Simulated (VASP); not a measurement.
# Na (Pm-3m) in VASP: single point with PBEsol

Aim: the single point of Na with PBEsol.

Program: VASP 6.6.1. These are calculated values, not measurements. Logs are shortened: lines on timing, memory, paths and dates and some standing lists are left out, and cuts for length are marked.

## Step 1: The cell of the first run

Symmetry: Pm-3m, No. 221, cubic system. Conventional cell: a = 3.388 Å, b = 3.388 Å, c = 3.388 Å, α = 90.00°, β = 90.00°, γ = 90.00°. Na (site symmetry m-3m) has 6 Na at 3.39 Å within 4.5 Å.

## Step 2: Single point, PBEsol

INCAR

```
SYSTEM = Na
PREC = Accurate
ENCUT = 520
EDIFF = 1E-6
ISMEAR = 0
SIGMA = 0.15
LREAL = .False.
LASPH = .True.
NELM = 100
ALGO = Fast
ISIF = 2
LWAVE = .False.
LCHARG = .False.
GGA = PS
NBANDS = 18
```

KPOINTS

```
Automatic mesh
0
Gamma
  17 17 6
  0 0 0
```

POSCAR

```
Na
1.0
    0.0000000000     -3.3879506904      0.0000000000
    0.0000000000      0.0000000000     -3.3879506904
   10.1638520711      0.0000000000      0.0000000000
Na
3
Direct
    0.0000000000      0.0000000000      0.0000000000
    0.0000000000      0.0000000000      0.3333333333
    0.0000000000      0.0000000000      0.6666666667
```

Potentials or basis: VASP PAW PBE potentials, release 64 (Na_pv).

Run with:

```sh
> cat potpaw_PBE.64/Na_pv/POTCAR > POTCAR
> mpirun -np 1 vasp_std > vasp.out
```

OUTCAR:

```text
SYSTEM = Na
   PREC = Accurate
   ENCUT = 520
   EDIFF = 1E-6
   ISMEAR = 0
   LREAL = .False.
   LASPH = .True.
   NELM = 100
   ISIF = 2
   GGA = PS

 ion  position               nearest neighbor table
   1  0.000  0.000  0.000-
   2  0.000  0.000  0.333-
   3  0.000  0.000  0.667-

  LATTYP: Found a simple tetragonal cell.
 ALAT       =     3.3879506904
 C/A-ratio  =     3.0000000000

  Lattice vectors:

 A1 = (   0.0000000000,  -3.3879506904,   0.0000000000)
 A2 = (   0.0000000000,   0.0000000000,  -3.3879506904)
 A3 = (  10.1638520711,   0.0000000000,   0.0000000000)

Analysis of symmetry for initial positions (statically):
=====================================================================
 Subroutine PRICEL returns following result:

  LATTYP: Found a simple cubic cell.
 ALAT       =     3.3879506904

  Lattice vectors:

 A1 = (   0.0000000000,  -3.3879506904,   0.0000000000)
 A2 = (   0.0000000000,   0.0000000000,  -3.3879506904)
 A3 = (   3.3879506900,   0.0000000000,   0.0000000000)

   3 primitive cells build up your supercell.

 Routine SETGRP: Setting up the symmetry group for a
 simple tetragonal supercell.

 Subroutine GETGRP returns: Found 16 space group operations
 (whereof 16 operations were pure point group operations)
 out of a pool of 16 trial point group operations.

The static configuration has the point symmetry D_4h.

Analysis of symmetry for dynamics (positions and initial velocities):
=====================================================================
 Subroutine PRICEL returns following result:

  LATTYP: Found a simple cubic cell.
 ALAT       =     3.3879506904

  Lattice vectors:

 A1 = (   0.0000000000,  -3.3879506904,   0.0000000000)
 A2 = (   0.0000000000,   0.0000000000,  -3.3879506904)
 A3 = (   3.3879506900,   0.0000000000,   0.0000000000)

   3 primitive cells build up your supercell.

 Routine SETGRP: Setting up the symmetry group for a
 simple tetragonal supercell.

 Subroutine GETGRP returns: Found 16 space group operations
 (whereof 16 operations were pure point group operations)
 out of a pool of 16 trial point group operations.

The dynamic configuration has the point symmetry D_4h.

 Subroutine INISYM returns: Found 16 space group operations
 (whereof 16 operations are pure point group operations),
 and found     3 'primitive' translations

----------------------------------------------------------------------------------------

                                     Primitive cell

  volume of cell :      38.8876

  direct lattice vectors                    reciprocal lattice vectors
     0.000000000 -3.387950690  0.000000000     0.000000000 -0.295163682  0.000000000
     0.000000000  0.000000000 -3.387950690     0.000000000  0.000000000 -0.295163682
     3.387950690  0.000000000  0.000000000     0.295163682  0.000000000  0.000000000

  length of vectors
     3.387950690  3.387950690  3.387950690     0.295163682  0.295163682  0.295163682

  position of ions in fractional coordinates (direct lattice)
     0.000000000  0.000000000  0.000000000

  ion indices of the primitive-cell ions
   primitive index   ion index
                 1           1

----------------------------------------------------------------------------------------

 KPOINTS: Automatic mesh

Automatic generation of k-mesh.
 Grid dimensions read from file:
 generate k-points for:   17   17    6

 Generating k-lattice:

  Cartesian coordinates                     Fractional coordinates (reciprocal lattice)
     0.000000000 -0.017362570  0.000000000     0.058823529  0.000000000  0.000000000
     0.000000000  0.000000000 -0.017362570     0.000000000  0.058823529  0.000000000
     0.016397982  0.000000000  0.000000000     0.000000000  0.000000000  0.166666667

  Length of vectors
     0.017362570  0.017362570  0.016397982

  Shift w.r.t. Gamma in fractional coordinates (k-lattice)
     0.000000000  0.000000000  0.000000000

 Subroutine IBZKPT returns following result:
 ===========================================

 Found    180 irreducible k-points:

 Following reciprocal coordinates:
            Coordinates               Weight
  0.000000  0.000000  0.000000      1.000000
  0.058824  0.000000  0.000000      4.000000
  0.117647  0.000000  0.000000      4.000000
  0.176471  0.000000  0.000000      4.000000
  0.235294  0.000000  0.000000      4.000000
  0.294118  0.000000  0.000000      4.000000
[... 16 lines left out ...]
  0.411765  0.117647  0.000000      8.000000
  0.470588  0.117647  0.000000      8.000000
 [... further k-points ...]
   k-points           NKPTS =    180   k-points in BZ     NKDIM =    180   number of bands    NBANDS=     18
   number of dos      NEDOS =    301   number of ions     NIONS =      3
   total plane-waves  NPLWV =  62720
   dimension x,y,z NGX =    28 NGY =   28 NGZ =   80
   dimension x,y,z NGXF=    56 NGYF=   56 NGZF=  160
   ions per type =               3
   NGX,Y,Z   is equivalent  to a cutoff of  13.74, 13.74, 13.09 a.u.
   NGXF,Y,Z  is equivalent  to a cutoff of  27.48, 27.48, 26.17 a.u.
 SYSTEM =  Na
   PREC   = accura    normal or accurate (medium, high low for compatibility)
   ISTART =      0    job   : 0-new  1-cont  2-samecut
   ICHARG =      2    charge: 1-file 2-atom 10-const
   ISPIN  =      1    spin polarized calculation?
   LNONCOLLINEAR =      F non collinear calculations
   LSORBIT =      F    spin-orbit coupling
   LASPH  =      T    aspherical Exc in radial PAW
   ENCUT  =  520.0 eV  38.22 Ry    6.18 a.u.   6.30  6.30 18.90*2*pi/ulx,y,z
   NELM   =    100;   NELMIN=  2; NELMDL= -5     # of ELM steps
   EDIFF  = 0.1E-05   stopping-criterion for ELM
   LREAL  =      F    real-space projection
   EDIFFG = 0.1E-04   stopping-criterion for IOM
   NSW    =      0    number of steps for IOM
   IBRION =     -1    ionic relax: 0-MD 1-quasi-New 2-CG
   NFREE  =      0    steps in history (QN), initial steepest desc. (CG)
   ISIF   =      2    stress and relaxation
   ISYM   =      2    0-nonsym 1-usesym 2-fastsym
   POTIM  = 0.5000    time-step for ionic-motion
   TEBEG  =    0.0;   TEEND  =   0.0 temperature during run
   PSTRESS=    0.0 pullay stress
   NELECT =      21.0000    total number of electrons
   NUPDOWN=      -1.0000    fix difference up-down
   EMIN   =  10.00;   EMAX   =-10.00  energy-range for DOS
   EFERMI =   0.00;   METHOD = LEGACY
   ISMEAR =     0;   SIGMA  =   0.15  broadening in eV -4-tet -1-fermi 0-gaus
   EFERMI_NEDOS =   21; number of points for ismear=-14 and -15
   IALGO  =     68    algorithm
   IMIX   =      4    mixing-type and parameters
     AMIX     =   0.40;   BMIX     =  1.00
     AMIX_MAG =   1.60;   BMIX_MAG =  1.00
  volume/ion in A,a.u.               =      38.89       262.43
  Fermi-wavevector in a.u.,A,eV,Ry     =   0.924351  1.746771 11.625164  0.854425
  Thomas-Fermi vector in A             =   2.050088
   LORBIT       =      0    0 simple, 1 ext, 2 COOP (PROOUT), +10 PAW based schemes
   GGA     = PS    functional components
   LHFCALC =     F    Hartree Fock is set to
   AEXX    =    0.0000 exact exchange contribution
   IVDW    =     0    specifies the selected vdW correction
   LEPSILON=     F    determine dielectric tensor
   LRPA    =     F    only Hartree local field effects (RPA)
 non-spin polarized calculation
 RMM-DIIS sequential band-by-band and
 Gauss-broadening in eV      SIGMA  =   0.15
  energy-cutoff  :      520.00
  volume of cell :      116.66
 maximum number of plane-waves:      3172
 NGX is ok and might be reduce to    28
   NGX = 13   NGY = 13   NGZ = 37

 number of electron      21.0000023 magnetization

 Free energy of the ion-electron system (eV)
  ---------------------------------------------------
  ext. energy  EPLUGINS =         0.00000000
  ---------------------------------------------------
  free energy    TOTEN  =        -3.84341624 eV

  energy without entropy =       -3.82725807  energy(sigma->0) =       -3.83533716

 E-fermi :   0.1922     XC(G=0):  -6.3708

 val. band max:        0.1804124278   @ k =   0.2941   0.0588   0.1667
 cond. band min:       0.1945691361   @ k =   0.1765   0.1176   0.3333
 fundamental gap:      0.0141567083
 Fermi energy:         0.1921629728

 k-point     1 :       0.0000    0.0000    0.0000
  band No.  band energies     occupation
      1     -24.8423      2.00000
      2     -24.8423      2.00000
      3     -24.8042      2.00000
      4     -24.8040      2.00000
      5     -24.8040      2.00000
      6     -24.8008      2.00000
[... 10 lines left out ...]
     17       9.8069      0.00000
     18       9.8097      0.00000

 k-point     2 :       0.0588    0.0000    0.0000
  band No.  band energies     occupation
      1     -24.8421      2.00000
      2     -24.8421      2.00000
      3     -24.8057      2.00000
      4     -24.8040      2.00000
      5     -24.8039      2.00000
      6     -24.8025      2.00000
[... 10 lines left out ...]
     17       9.2291      0.00000
     18       9.2294      0.00000

 k-point     3 :       0.1176    0.0000    0.0000
  band No.  band energies     occupation
      1     -24.8415      2.00000
      2     -24.8415      2.00000
      3     -24.8107      2.00000
      4     -24.8072      2.00000
      5     -24.8072      2.00000
      6     -24.8036      2.00000
[... 10 lines left out ...]
     17       8.1616      0.00000
     18       8.6533      0.00000

 k-point     4 :       0.1765    0.0000    0.0000
  band No.  band energies     occupation
      1     -24.8406      2.00000
      2     -24.8406      2.00000
      3     -24.8181      2.00000
      4     -24.8145      2.00000
      5     -24.8145      2.00000
      6     -24.8030      2.00000
[... 10 lines left out ...]
     17       7.0328      0.00000
     18       8.8651      0.00000

 k-point     5 :       0.2353    0.0000    0.0000
  band No.  band energies     occupation
      1     -24.8396      2.00000
      2     -24.8396      2.00000
      3     -24.8271      2.00000
      4     -24.8231      2.00000
      5     -24.8231      2.00000
      6     -24.8022      2.00000
[... 10 lines left out ...]
     17       5.9431      0.00000
     18       9.1580      0.00000

 k-point     6 :       0.2941    0.0000    0.0000
  band No.  band energies     occupation
      1     -24.8385      2.00000
      2     -24.8385      2.00000
      3     -24.8364      2.00000
      4     -24.8321      2.00000
      5     -24.8321      2.00000
      6     -24.8014      2.00000
[... 10 lines left out ...]
     17       4.9556      0.00000
     18       8.8652      0.00000

 k-point     7 :       0.3529    0.0000    0.0000
  band No.  band energies     occupation
      1     -24.8447      2.00000
      2     -24.8403      2.00000
      3     -24.8403      2.00000
      4     -24.8375      2.00000
      5     -24.8375      2.00000
      6     -24.8007      2.00000
[... 10 lines left out ...]
     17       4.5210      0.00000
     18       7.9580      0.00000

 k-point     8 :       0.4118    0.0000    0.0000
  band No.  band energies     occupation
      1     -24.8510      2.00000
      2     -24.8463      2.00000
      3     -24.8463      2.00000
      4     -24.8368      2.00000
      5     -24.8368      2.00000
      6     -24.8002      2.00000
[... 10 lines left out ...]
     17       4.9459      0.00000
     18       7.1112      0.00000
[... 229 lines left out ...]
     17       7.0998      0.00000
     18       7.2575      0.00000

 k-point    20 :       0.2353    0.1176    0.0000
  band No.  band energies     occupation
      1     -24.8389      2.00000
      2     -24.8389      2.00000
      3     -24.8264      2.00000
      4     -24.8225      2.00000
      5     -24.8225      2.00000
      6     -24.8086      2.00000
[... 10 lines left out ...]
     17       6.0796      0.00000
     18       7.5114      0.00000

 k-point    21 :       0.2941    0.1176    0.0000
  band No.  band energies     occupation
      1     -24.8378      2.00000
      2     -24.8378      2.00000
      3     -24.8357      2.00000
      4     -24.8314      2.00000
      5     -24.8314      2.00000
      6     -24.8078      2.00000
[... 10 lines left out ...]
     17       5.1141      0.00000
     18       7.8724      0.00000

 k-point    22 :       0.3529    0.1176    0.0000
  band No.  band energies     occupation
      1     -24.8439      2.00000
      2     -24.8395      2.00000
      3     -24.8395      2.00000
      4     -24.8367      2.00000
      5     -24.8367      2.00000
      6     -24.8070      2.00000
[... 10 lines left out ...]
     17       4.6881      0.00000
     18       8.0762      0.00000

 k-point    23 :       0.4118    0.1176    0.0000
  band No.  band energies     occupation
      1     -24.8502      2.00000
      2     -24.8455      2.00000
      3     -24.8455      2.00000
      4     -24.8361      2.00000
      5     -24.8361      2.00000
      6     -24.8064      2.00000
[... 10 lines left out ...]
     17       5.1108      0.00000
     18       7.2538      0.00000

 k-point    24 :       0.4706    0.1176    0.0000
  band No.  band energies     occupation
      1     -24.8535      2.00000
      2     -24.8487      2.00000
      3     -24.8487      2.00000
      4     -24.8357      2.00000
      5     -24.8357      2.00000
      6     -24.8061      2.00000
[... 10 lines left out ...]
     17       5.6788      0.00000
     18       6.5186      0.00000

 [... further k-points ...]

------------------------ aborting loop because EDIFF is reached ----------------------------------------

  FORCE on cell =-STRESS in cart. coord.  units (eV):
  Direction    XX          YY          ZZ          XY          YZ          ZX
  --------------------------------------------------------------------------------------
  -------------------------------------------------------------------------------------
  Total       -0.0250007      0.0015650      0.0015650     -0.0000000      0.0000000      0.0000000
  in kB       -0.3433446      0.0214933      0.0214933     -0.0000000      0.0000000      0.0000000
  external PRESSURE =      -0.1001193 kB  Pullay stress =       0.0000000 kB

 VOLUME and BASIS-vectors are now :
 -----------------------------------------------------------------------------
  energy-cutoff  :      520.00
  volume of cell :      116.66
      direct lattice vectors                 reciprocal lattice vectors
     0.000000000 -3.387950690  0.000000000     0.000000000 -0.295163682  0.000000000
     0.000000000  0.000000000 -3.387950690     0.000000000  0.000000000 -0.295163682
    10.163852071  0.000000000  0.000000000     0.098387894  0.000000000  0.000000000

 POSITION                                       TOTAL-FORCE (eV/Angst)
 -----------------------------------------------------------------------------------
      0.00000      0.00000      0.00000        -0.000000     -0.000000     -0.000000
      3.38795      0.00000      0.00000        -0.000000     -0.000000      0.000000
      6.77590      0.00000      0.00000         0.000000      0.000000     -0.000000
 -----------------------------------------------------------------------------------
    total drift:                                0.000000      0.000000      0.000000

  FREE ENERGIE OF THE ION-ELECTRON SYSTEM (eV)
  ---------------------------------------------------
  free  energy   TOTEN  =        -3.8434162407 eV

  energy  without entropy=       -3.8272580719  energy(sigma->0) =       -3.83533716
```

Wall time 2.4 min (1 thread of Intel Xeon Platinum 8559C (Emerald Rapids), shared host); peak memory 0.41 GiB.

What came out:

* Free energy: -3.8434 eV
* Pressure: 0.0 GPa

Levels at points of the mesh, in eV from the Fermi level:
```
           k point  band 8  band 9  band 10  band 11  band 12  band 13  band 14  band 15
(0.00, 0.00, 0.00)  -24.99  -24.99    -3.19    -1.70    -1.70     2.57     2.57     8.29
(0.00, 0.00, 0.50)  -24.99  -24.99    -2.81    -2.81     0.02     0.20     5.57     5.57
```

Caveat: the PAW data sets were made with another functional, which shifts forces and pressure a little.
